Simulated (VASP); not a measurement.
The system is SnSe.

```
Sn Se
1.0
     0.00000    3.01000    3.01000
     3.01000    0.00000    3.01000
     3.01000    3.01000    0.00000
Sn Se
1 1
Cartesian
  0.0000 0.0000 0.0000
  3.0100 3.0100 3.0100
```

```yaml
Program: VASP 6.6.1
Task: relaxation of cell and atoms
Functional: RPBE
Dispersion: D4
Potentials_or_basis: VASP PAW PBE potentials, release 64 (Sn_d, Se)
Cutoff: 600 eV
k_mesh: 8 × 8 × 8
Occupations: fermi-dirac, width 0.05 eV
Spin: no spin polarisation
```

At the start: pressure -1.6 GPa; volume 27.27 Å³/atom.

Where does the relaxation end?

Over 3 steps the energy falls by 5.4 meV/atom and the volume is 26.29 Å³/atom (-3.6 %); space group Fm-3m (No. 225, to 0.05 Å).

The path:
```
step  energy change (eV)  largest force (eV/Å)  pressure (GPa)  volume (Å³)
   1              0.0000                0.0000           -1.62        54.54
   2             -0.0108                0.0000            0.20        52.39
   3             -0.0109                0.0000            0.02        52.58
```

Final structure:
```
Sn Se
1.0
     0.00000    2.97342    2.97342
     2.97342    0.00000    2.97342
     2.97342    2.97342    0.00000
Sn Se
1 1
Direct
  0.00000 0.00000 0.00000
  0.50000 0.50000 0.50000
```

Caveat: the PAW data sets were made with another functional, which shifts forces and pressure a little.
